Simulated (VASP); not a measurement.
# BN (P6_3mc) in VASP: a series of runs

Runs on BN. Level: LDA. Tasks: single point.

Program: VASP 6.6.1. These are calculated values, not measurements. Logs are shortened: lines on timing, memory, paths and dates and some standing lists are left out, and cuts for length are marked.

### 1 The cell of the first run

The structure is hexagonal, space group P6_3mc (No. 186). The conventional cell has a = 2.554 Å, b = 2.554 Å, c = 4.227 Å, α = 90.00°, β = 90.00°, γ = 120.00°. Within 2.1 Å of N (site symmetry 3m) lie 4 B at 1.57 to 1.58 Å. B (site symmetry 3m) has 4 N at 1.57 to 1.58 Å within 2.1 Å.

### 2 Single point, LDA

File INCAR:

```
SYSTEM = BN
PREC = Accurate ; ENCUT = 520
EDIFF = 1E-7 ; ISMEAR = -1
SIGMA = 0.05 ; LREAL = .FALSE.
LASPH = .TRUE. ; NELM = 80
ALGO = Normal ; ISIF = 2
LWAVE = .FALSE. ; LCHARG = .FALSE.
NBANDS = 16
```

File KPOINTS:

```
regular mesh
0
G
  12 12 6
  0 0 0
```

File POSCAR:

```
BN
1.0
    2.5539396017      0.0000000000      0.0000000000
   -1.2769698009      2.2117765748      0.0000000000
    0.0000000000      0.0000000000      4.2268550000
N B
2 2
Direct
    0.3333333333      0.6666666667      0.1252760000
    0.6666666667      0.3333333333      0.6252760000
    0.3333333333      0.6666666667      0.4997240000
    0.6666666667      0.3333333333      0.9997240000
```

Potentials or basis: VASP PAW LDA potentials, release 64 (N, B).

Started as:

```bash
$ cat potpaw_LDA.64/N/POTCAR potpaw_LDA.64/B/POTCAR > POTCAR
$ mpirun -np 1 vasp_std > vasp.out
```

OUTCAR:

```text
SYSTEM = BN
   PREC = Accurate
   ENCUT = 520
   EDIFF = 1E-7
   ISMEAR = -1
   LREAL = .FALSE.
   LASPH = .TRUE.
   NELM = 80
   ISIF = 2

 ion  position               nearest neighbor table
   1  0.333  0.667  0.125-   4 1.57   4 1.57   4 1.57   3 1.58
   2  0.667  0.333  0.625-   3 1.57   3 1.57   3 1.57   4 1.58
   3  0.333  0.667  0.500-   2 1.57   2 1.57   2 1.57   1 1.58
   4  0.667  0.333  1.000-   1 1.57   1 1.57   1 1.57   2 1.58

  LATTYP: Found a hexagonal cell.
 ALAT       =     2.5539396017
 C/A-ratio  =     1.6550332659

  Lattice vectors:

 A1 = (   2.5539396017,   0.0000000000,   0.0000000000)
 A2 = (  -1.2769698009,   2.2117765748,   0.0000000000)
 A3 = (   0.0000000000,   0.0000000000,   4.2268550000)

Analysis of symmetry for initial positions (statically):
=====================================================================
 Subroutine PRICEL returns:
 Original cell was already a primitive cell.

 Routine SETGRP: Setting up the symmetry group for a
 hexagonal supercell.

 Subroutine GETGRP returns: Found 12 space group operations
 (whereof  6 operations were pure point group operations)
 out of a pool of 24 trial point group operations.

The static configuration has the point symmetry C_3v.
 The point group associated with its full space group is C_6v.

Analysis of symmetry for dynamics (positions and initial velocities):
=====================================================================
 Subroutine PRICEL returns:
 Original cell was already a primitive cell.

 Routine SETGRP: Setting up the symmetry group for a
 hexagonal supercell.

 Subroutine GETGRP returns: Found 12 space group operations
 (whereof  6 operations were pure point group operations)
 out of a pool of 24 trial point group operations.

The dynamic configuration has the point symmetry C_3v.
 The point group associated with its full space group is C_6v.

 Subroutine INISYM returns: Found 12 space group operations
 (whereof  6 operations are pure point group operations),
 and found     1 'primitive' translations

----------------------------------------------------------------------------------------

                                     Primitive cell

  volume of cell :      23.8764

  direct lattice vectors                    reciprocal lattice vectors
     2.553939602  0.000000000  0.000000000     0.391551938  0.226062617  0.000000000
    -1.276969801  2.211776575  0.000000000     0.000000000  0.452125233  0.000000000
     0.000000000  0.000000000  4.226855000     0.000000000  0.000000000  0.236582518

  length of vectors
     2.553939602  2.553939602  4.226855000     0.452125233  0.452125233  0.236582518

  position of ions in fractional coordinates (direct lattice)
     0.333333333  0.666666667  0.125276000
     0.666666667  0.333333333  0.625276000
     0.333333333  0.666666667  0.499724000
     0.666666667  0.333333333  0.999724000

  ion indices of the primitive-cell ions
   primitive index   ion index
                 1           1
                 2           2
                 3           3
                 4           4

----------------------------------------------------------------------------------------

 KPOINTS: regular mesh

Automatic generation of k-mesh.
 Grid dimensions read from file:
 generate k-points for:   12   12    6

 Generating k-lattice:

  Cartesian coordinates                     Fractional coordinates (reciprocal lattice)
     0.032629328  0.018838551  0.000000000     0.083333333  0.000000000  0.000000000
     0.000000000  0.037677103  0.000000000     0.000000000  0.083333333  0.000000000
     0.000000000  0.000000000  0.039430420     0.000000000  0.000000000  0.166666667

  Length of vectors
     0.037677103  0.037677103  0.039430420

  Shift w.r.t. Gamma in fractional coordinates (k-lattice)
     0.000000000  0.000000000  0.000000000

 Subroutine IBZKPT returns following result:
 ===========================================

 Found     76 irreducible k-points:

 Following reciprocal coordinates:
            Coordinates               Weight
  0.000000  0.000000  0.000000      1.000000
  0.083333  0.000000  0.000000      6.000000
  0.166667  0.000000  0.000000      6.000000
  0.250000  0.000000  0.000000      6.000000
  0.333333  0.000000  0.000000      6.000000
  0.416667  0.000000  0.000000      6.000000
[... 16 lines left out ...]
  0.250000  0.000000  0.166667     12.000000
  0.333333  0.000000  0.166667     12.000000
 [... further k-points ...]
   k-points           NKPTS =     76   k-points in BZ     NKDIM =     76   number of bands    NBANDS=     16
   number of dos      NEDOS =    301   number of ions     NIONS =      4
   total plane-waves  NPLWV =  12800
   dimension x,y,z NGX =    20 NGY =   20 NGZ =   32
   dimension x,y,z NGXF=    40 NGYF=   40 NGZF=   64
   ions per type =               2   2
   NGX,Y,Z   is equivalent  to a cutoff of  13.02, 13.02, 12.59 a.u.
   NGXF,Y,Z  is equivalent  to a cutoff of  26.04, 26.04, 25.17 a.u.
 SYSTEM =  BN
   PREC   = accura    normal or accurate (medium, high low for compatibility)
   ISTART =      0    job   : 0-new  1-cont  2-samecut
   ICHARG =      2    charge: 1-file 2-atom 10-const
   ISPIN  =      1    spin polarized calculation?
   LNONCOLLINEAR =      F non collinear calculations
   LSORBIT =      F    spin-orbit coupling
   LASPH  =      T    aspherical Exc in radial PAW
   ENCUT  =  520.0 eV  38.22 Ry    6.18 a.u.   4.75  4.75  7.86*2*pi/ulx,y,z
   NELM   =     80;   NELMIN=  2; NELMDL= -5     # of ELM steps
   EDIFF  = 0.1E-06   stopping-criterion for ELM
   LREAL  =      F    real-space projection
   EDIFFG = 0.1E-05   stopping-criterion for IOM
   NSW    =      0    number of steps for IOM
   IBRION =     -1    ionic relax: 0-MD 1-quasi-New 2-CG
   NFREE  =      0    steps in history (QN), initial steepest desc. (CG)
   ISIF   =      2    stress and relaxation
   ISYM   =      2    0-nonsym 1-usesym 2-fastsym
   POTIM  = 0.5000    time-step for ionic-motion
   TEBEG  =    0.0;   TEEND  =   0.0 temperature during run
   PSTRESS=    0.0 pullay stress
   NELECT =      16.0000    total number of electrons
   NUPDOWN=      -1.0000    fix difference up-down
   EMIN   =  10.00;   EMAX   =-10.00  energy-range for DOS
   EFERMI =   0.00;   METHOD = LEGACY
   ISMEAR =    -1;   SIGMA  =   0.05  broadening in eV -4-tet -1-fermi 0-gaus
   EFERMI_NEDOS =   21; number of points for ismear=-14 and -15
   IALGO  =     38    algorithm
   IMIX   =      4    mixing-type and parameters
     AMIX     =   0.40;   BMIX     =  1.00
     AMIX_MAG =   1.60;   BMIX_MAG =  1.00
  volume/ion in A,a.u.               =       5.97        40.28
  Fermi-wavevector in a.u.,A,eV,Ry     =   1.432600  2.707222 27.923836  2.052344
  Thomas-Fermi vector in A             =   2.552210
   LORBIT       =      0    0 simple, 1 ext, 2 COOP (PROOUT), +10 PAW based schemes
   GGA     = CA    functional components
   LHFCALC =     F    Hartree Fock is set to
   AEXX    =    0.0000 exact exchange contribution
   IVDW    =     0    specifies the selected vdW correction
   LEPSILON=     F    determine dielectric tensor
   LRPA    =     F    only Hartree local field effects (RPA)
 non-spin polarized calculation
  energy-cutoff  :      520.00
  volume of cell :       23.88
 maximum number of plane-waves:       660
 NGX is ok and might be reduce to    20
   NGX =  9   NGY =  9   NGZ = 15

 number of electron      16.0000003 magnetization

 Free energy of the ion-electron system (eV)
  ---------------------------------------------------
  ext. energy  EPLUGINS =         0.00000000
  ---------------------------------------------------
  free energy    TOTEN  =       -38.72388727 eV

  energy without entropy =      -38.72388727  energy(sigma->0) =      -38.72388727

 E-fermi :   8.4119     XC(G=0): -13.0459

 val. band max:        7.4159482730   @ k =   0.0000   0.0000   0.0000
 cond. band min:      12.3801072299   @ k =   0.3333   0.3333   0.0000
 fundamental gap:      4.9641589569
 Fermi energy:         8.4119418086

 k-point     1 :       0.0000    0.0000    0.0000
  band No.  band energies     occupation
      1     -12.7118      2.00000
      2      -8.5476      2.00000
      3      -3.4371      2.00000
      4       5.3093      2.00000
      5       5.3093      2.00000
      6       7.1356      2.00000
[... 8 lines left out ...]
     15      19.1012      0.00000
     16      23.2508      0.00000

 k-point     2 :       0.0833    0.0000    0.0000
  band No.  band energies     occupation
      1     -12.5612      2.00000
      2      -8.4316      2.00000
      3      -3.2883      2.00000
      4       4.6274      2.00000
      5       5.0275      2.00000
      6       6.8512      2.00000
[... 8 lines left out ...]
     15      19.5331      0.00000
     16      23.0319      0.00000

 k-point     3 :       0.1667    0.0000    0.0000
  band No.  band energies     occupation
      1     -12.1141      2.00000
      2      -8.0991      2.00000
      3      -2.8476      2.00000
      4       2.9828      2.00000
      5       4.3668      2.00000
      6       5.4607      2.00000
[... 8 lines left out ...]
     15      20.6551      0.00000
     16      22.4061      0.00000

 k-point     4 :       0.2500    0.0000    0.0000
  band No.  band energies     occupation
      1     -11.3868      2.00000
      2      -7.6117      2.00000
      3      -2.1359      2.00000
      4       1.0288      2.00000
      5       3.6278      2.00000
      6       3.7167      2.00000
[... 8 lines left out ...]
     15      22.1014      0.00000
     16      22.5519      0.00000
[... 324 lines left out ...]
 k-point    22 :       0.1667    0.0000    0.1667
  band No.  band energies     occupation
      1     -11.9519      2.00000
      2      -8.6386      2.00000
      3      -2.0461      2.00000
      4       3.1254      2.00000
      5       4.4972      2.00000
      6       5.0277      2.00000
[... 8 lines left out ...]
     15      20.3460      0.00000
     16      22.4018      0.00000

 k-point    23 :       0.2500    0.0000    0.1667
  band No.  band energies     occupation
      1     -11.2295      2.00000
      2      -8.0916      2.00000
      3      -1.4780      2.00000
      4       1.2420      2.00000
      5       3.2869      2.00000
      6       3.7655      2.00000
[... 8 lines left out ...]
     15      21.7733      0.00000
     16      22.6284      0.00000

 k-point    24 :       0.3333    0.0000    0.1667
  band No.  band energies     occupation
      1     -10.2714      2.00000
      2      -7.5012      2.00000
      3      -1.3273      2.00000
      4       0.1065      2.00000
      5       1.5195      2.00000
      6       3.1486      2.00000
[... 8 lines left out ...]
     15      23.1210      0.00000
     16      23.4063      0.00000

 [... further k-points ...]

------------------------ aborting loop because EDIFF is reached ----------------------------------------

  FORCE on cell =-STRESS in cart. coord.  units (eV):
  Direction    XX          YY          ZZ          XY          YZ          ZX
  --------------------------------------------------------------------------------------
  -------------------------------------------------------------------------------------
  Total       -1.9035012     -1.9035012     -1.9673179      0.0000000      0.0000000     -0.0000000
  in kB     -127.7304674   -127.7304674   -132.0127532      0.0000000      0.0000000     -0.0000000
  external PRESSURE =    -129.1578960 kB  Pullay stress =       0.0000000 kB

 VOLUME and BASIS-vectors are now :
 -----------------------------------------------------------------------------
  energy-cutoff  :      520.00
  volume of cell :       23.88
      direct lattice vectors                 reciprocal lattice vectors
     2.553939602  0.000000000  0.000000000     0.391551938  0.226062617  0.000000000
    -1.276969801  2.211776575  0.000000000     0.000000000  0.452125233  0.000000000
     0.000000000  0.000000000  4.226855000     0.000000000  0.000000000  0.236582518

 POSITION                                       TOTAL-FORCE (eV/Angst)
 -----------------------------------------------------------------------------------
     -0.00000      1.47452      0.52952         0.000000     -0.000000     -0.021047
      1.27697      0.73726      2.64295        -0.000000      0.000000     -0.021047
     -0.00000      1.47452      2.11226        -0.000000      0.000000      0.021047
      1.27697      0.73726      4.22569         0.000000      0.000000      0.021047
 -----------------------------------------------------------------------------------
    total drift:                               -0.000000     -0.000000      0.000099

  FREE ENERGIE OF THE ION-ELECTRON SYSTEM (eV)
  ---------------------------------------------------
  free  energy   TOTEN  =       -38.7238872705 eV

  energy  without entropy=      -38.7238872705  energy(sigma->0) =      -38.72388727
```

It took 9.3 s on 1 thread of Intel Xeon 6975P-C (Granite Rapids), shared host; peak memory 0.13 GiB.

What came out:

| Quantity | Value |
| --- | --- |
| Free energy | -38.7239 eV |
| Pressure | -12.9 GPa |
| Largest force | 0.021 eV/Å |
| Band gap on the k mesh | 4.96 eV, indirect (least direct gap 8.11 eV) |

Forces in eV/Å, atoms in the order of the input:
```
N    0.000  0.000 -0.021
N    0.000  0.000 -0.021
B    0.000  0.000  0.021
B    0.000  0.000  0.021
```

A k mesh can miss the band edges.

### 3 Single point, LDA

This run uses another cell than the first one, of 6.09 Å³/atom, 1.020 times its volume.

File INCAR:

```
PREC     = Accurate       # precision mode
ENCUT    = 520            # plane-wave cutoff, eV
EDIFF    = 1E-7           # SCF threshold, eV
ISMEAR   = -1             # smearing method
SIGMA    = 0.05           # smearing width, eV
LREAL    = F              # projectors in reciprocal space
LASPH    = T              # aspherical terms in the spheres
NELM     = 60             # most SCF steps
ALGO     = Normal         # electronic algorithm
ISIF     = 2              # what is computed and relaxed
LWAVE    = F              # write WAVECAR
LCHARG   = T              # write CHGCAR
GGA      = CA             # functional
LELF     = T              # ELF
LVHAR    = T            
NBANDS   = 16             # bands
```

File KPOINTS:

```
Automatic mesh
0
Gamma
  12 12 6
```

File POSCAR:

```
BN
1.0
    2.5708536019      0.0000000000      0.0000000000
   -1.2854268010      2.2264245287      0.0000000000
    0.0000000000      0.0000000000      4.2548482330
N B
2 2
Direct
    0.3333333333      0.6666666667      0.1252760000
    0.6666666667      0.3333333333      0.6252760000
    0.3333333333      0.6666666667      0.4997240000
    0.6666666667      0.3333333333      0.9997240000
```

Potentials or basis: VASP PAW LDA potentials, release 64 (N, B).

Started as:

```bash
$ cat potpaw_LDA.64/N/POTCAR potpaw_LDA.64/B/POTCAR > POTCAR
$ mpirun -np 1 vasp_std > vasp.out
```

Run time: 9.8 s. Hardware: 1 thread of Intel Xeon 6975P-C (Granite Rapids), shared host; peak memory 0.13 GiB.

It converged, with:

```
Free energy            : -38.6759 eV
Pressure               : -19.7 GPa
Largest force          : 0.036 eV/Å
Band gap on the k mesh : 4.99 eV, indirect (least direct gap 8.01 eV)
```

Forces on the atoms (eV/Å):
```
N    0.000  0.000 -0.036
N    0.000  0.000 -0.036
B    0.000  0.000  0.036
B    0.000  0.000  0.036
```

Stress tensor (GPa, compression positive):
```
-19.52   0.00   0.00
  0.00 -19.52   0.00
  0.00   0.00 -20.03
```

Levels at points of the mesh, in eV from the valence-band top:
| k point | band 4 | band 5 | band 6 | band 7 | band 8 | band 9 | band 10 | band 11 | band 12 | band 13 |
| --- | --- | --- | --- | --- | --- | --- | --- | --- | --- | --- |
| (0.00, 0.00, 0.00) | -2.06 | -2.06 | -0.27 | 0.00 | 0.00 | 8.12 | 8.12 | 8.30 | 9.24 | 10.37 |
| (0.50, 0.00, 0.00) | -7.61 | -6.73 | -4.85 | -4.32 | -2.06 | 6.50 | 7.71 | 10.30 | 11.13 | 12.48 |
| (0.00, 0.00, 0.50) | -5.58 | -1.14 | -1.14 | -1.14 | -1.14 | 9.19 | 9.19 | 9.63 | 9.63 | 9.63 |
| (0.50, 0.00, 0.50) | -9.78 | -3.67 | -3.67 | -3.49 | -3.49 | 6.37 | 6.37 | 9.76 | 9.76 | 13.81 |

A k mesh can miss the band edges.
